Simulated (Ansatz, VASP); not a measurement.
# InGaAs2: VASP beside Ansatz

```
CELL_PARAMETERS angstrom
5.85580 0.00000 0.00000
0.00000 5.85580 0.00000
0.00000 0.00000 5.85580
ATOMIC_POSITIONS crystal
Ga 0.00000 0.00000 0.00000
Ga 0.00000 0.50000 0.50000
In 0.50000 0.00000 0.50000
In 0.50000 0.50000 0.00000
As 0.23036 0.25000 0.25000
As 0.23036 0.75000 0.75000
As 0.76964 0.25000 0.75000
As 0.76964 0.75000 0.25000
```

Alike in both runs: functional LDA; k mesh 5 × 5 × 5; occupations gaussian, width 0.02 eV; no spin polarisation.

Ansatz relaxed the structure, and its values are those at the end. VASP's run is a single point on that final structure, the one shown.

```csv
,VASP,Ansatz
version,VASP 6.6.1,Ansatz 0.2.0
potentials or method,"VASP PAW LDA potentials, release 64 (Ga_d, In_d, As)","scalar-relativistic, plane waves, PAW"
plane-wave cutoff (eV),520,420
valence electrons in the cell,72,112
```

|  | VASP | Ansatz | Ansatz less VASP |
| --- | --- | --- | --- |
| gap on the k mesh at the Fermi level (eV) | none | none | - |
| pressure (GPa) | -1.1 | -1.3 | -0.21 |

LDA's correlation is that of Perdew and Zunger in VASP and of Perdew and Wang (1992) in Ansatz. A gap of «none» marks a metal or a gap that the smearing closes. VASP's potentials hold 72 valence electrons a cell and Ansatz's 112, so a difference there can come from the potentials and not from the codes. Ansatz's warnings: stress scf threshold loose.
